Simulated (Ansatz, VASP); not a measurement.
## One calculation of La2O3, two programs

INCAR

```
SYSTEM = La2O3
PREC = Accurate
ENCUT = 520
EDIFF = 1E-6
ISMEAR = -1
SIGMA = 0.05
LREAL = .False.
LASPH = .True.
NELM = 60
ALGO = Normal
ISIF = 2
LWAVE = .False.
LCHARG = .True.
GGA = PS
LELF = .True.
LVHAR = .True.
NBANDS = 28
```

Contents of KPOINTS:

```
regular mesh
0
Gamma
  5 5 8
  0 0 0
```

POSCAR

```
La2O3
1.0
    6.3492473695      0.0000000000      0.0000000000
   -3.1746236848      5.4986095169      0.0000000000
    0.0000000000      0.0000000000      3.3431889533
La O
2 3
Direct
    0.6666666667      0.3333333333      0.5000000000
    0.3333333333      0.6666666667      0.5000000000
    0.5080139900      0.0000000000      0.0000000000
    0.0000000000      0.5080139900      0.0000000000
    0.4919860100      0.4919860100      0.0000000000
```

Contents of input.yaml:

```yaml
crystal:
  lattice:
    - [6.3492473695, 0.0, 0.0]
    - [-3.1746236848, 5.4986095169, 0.0]
    - [0.0, 0.0, 3.3431889533]
  atoms:
    - { symbol: La, position: [0.6666666667, 0.3333333333, 0.5] }
    - { symbol: La, position: [0.3333333333, 0.6666666667, 0.5] }
    - { symbol: O, position: [0.50801399, 0.0, 0.0] }
    - { symbol: O, position: [0.0, 0.50801399, 0.0] }
    - { symbol: O, position: [0.49198601, 0.49198601, 0.0] }
kpoints:
  mp_grid: { grid: [5, 5, 8] }
scf:
  occupations: { method: fermi_dirac, width: 0.05 }
hamiltonian:
  xc: pbesol
  pseudopotentials: { kind: all_electron, lapw: { basis_error: 0.002 } }
output:
  forces: true
  stress: true
  eigenvalues: true
```

Change from the starting cell: volume scaled by 1.04.

Alike in both runs: task single point; functional PBEsol; k mesh 5 × 5 × 8; occupations fermi-dirac, width 0.05 eV; no spin polarisation.

```csv
,VASP,Ansatz
version,VASP 6.6.1,Ansatz 0.2.0
potentials or method,"VASP PAW PBE potentials, release 64 (La, O), cutoff 520 eV","all-electron LAPW, scalar-relativistic"
```

|  | VASP | Ansatz | Ansatz less VASP |
| --- | --- | --- | --- |
| gap on the k mesh at the Fermi level (eV) | 1.66 | 1.65 | -0.005 |
| least direct gap on the mesh (eV) | 2.05 | 2.06 | +0.006 |
| pressure (GPa) | -4.7 | -4.5 | +0.16 |
| traceless stress, the component that is largest in VASP (GPa) | -3.73 | -3.70 | +0.028 |
| rms of the force components (eV/Å) | 0.036 | 0.035 | -0.0003 |

VASP's potentials were made for PBE, not for PBEsol. Atom by atom the forces differ by 0.000 eV/Å (rms over components). Ansatz ran all-electron here, and VASP with PAW potentials.

Spin-orbit coupling is off throughout.
